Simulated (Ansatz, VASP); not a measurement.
# Gd: VASP beside Ansatz

The input POSCAR:

```
Gd
1.0
    3.6360000000      0.0000000000      0.0000000000
   -1.8180000000      3.1488683682      0.0000000000
    0.0000000000      0.0000000000      5.7826000000
Gd
2
Direct
    0.3333333333      0.6666666667      0.2500000000
    0.6666666667      0.3333333333      0.7500000000
```

File INCAR.step1:

```
SYSTEM = Gd
  PREC = Accurate
  ENCUT = 520
  ISMEAR = -1
  SIGMA = 0.05
  LREAL = .FALSE.
  LASPH = .TRUE.
  NELM = 150
  ISPIN = 2
  MAGMOM = 7 7
  LMAXMIX = 6
  NBANDS = 29
  GGA = PE
  ALGO = Normal
  EDIFF = 1E-4
  LWAVE = .TRUE.
  LCHARG = .FALSE.
```

File INCAR.step2:

```
SYSTEM = Gd
  PREC = Accurate
  ENCUT = 520
  EDIFF = 1E-7
  ISMEAR = -1
  SIGMA = 0.05
  LREAL = .FALSE.
  LASPH = .TRUE.
  NELM = 150
  ALGO = Normal
  ISIF = 2
  LWAVE = .FALSE.
  LCHARG = .TRUE.
  ISPIN = 2
  MAGMOM = 7 7
  LORBIT = 11
  LMAXMIX = 6
  METAGGA = R2SCAN
  LMIXTAU = .TRUE.
  LELF = .TRUE.
  LVHAR = .TRUE.
  NBANDS = 29
  ISTART = 1
```

KPOINTS

```
regular mesh
0
G
  9 9 5
  0 0 0
```

Input for Ansatz:

```yaml
crystal:
  lattice:
    - [3.636, 0.0, 0.0]
    - [-1.818, 3.1488683682, 0.0]
    - [0.0, 0.0, 5.7826]
  atoms:
    - { symbol: Gd, position: [0.3333333333, 0.6666666667, 0.25], spin: 7.0 }
    - { symbol: Gd, position: [0.6666666667, 0.3333333333, 0.75], spin: 7.0 }
magnetization:
  spin_polarized: true
kpoints:
  mp_grid: { grid: [9, 9, 5] }
scf:
  occupations: { method: fermi_dirac, width: 0.05 }
hamiltonian:
  xc: r2scan
  pseudopotentials: { kind: paw }
output:
  forces: true
  stress: true
  eigenvalues: true
  populations: true
```

Alike in both runs: task single point; functional r2SCAN; k mesh 9 × 9 × 5; occupations fermi-dirac, width 0.05 eV; collinear spin.

|  | VASP | Ansatz |
| --- | --- | --- |
| version | VASP 6.6.1 | Ansatz 0.2.0 |
| potentials or method | VASP PAW PBE potentials, release 64 (Gd) | PAW with Ansatz's default frozen-core files, scalar-relativistic |
| plane-wave cutoff (eV) | 520 | 500 |
| valence electrons in the cell | 36 | 36 |

```csv
,VASP,Ansatz,Ansatz less VASP
pressure (GPa),0.8,0.9,+0.06
"traceless stress, the component that is largest in VASP (GPa)",0.83,0.82,-0.008
net moment per atom (μB),7.94,7.94,+0.003
size of the moment on the site where the two differ most (μB),7.09,7.58,+0.492
```

VASP's potentials were made for PBE, not for r2SCAN. Site moments also hang on the region over which each program counts them. Ansatz's warnings: stability check not made.

Spin-orbit coupling is off throughout.
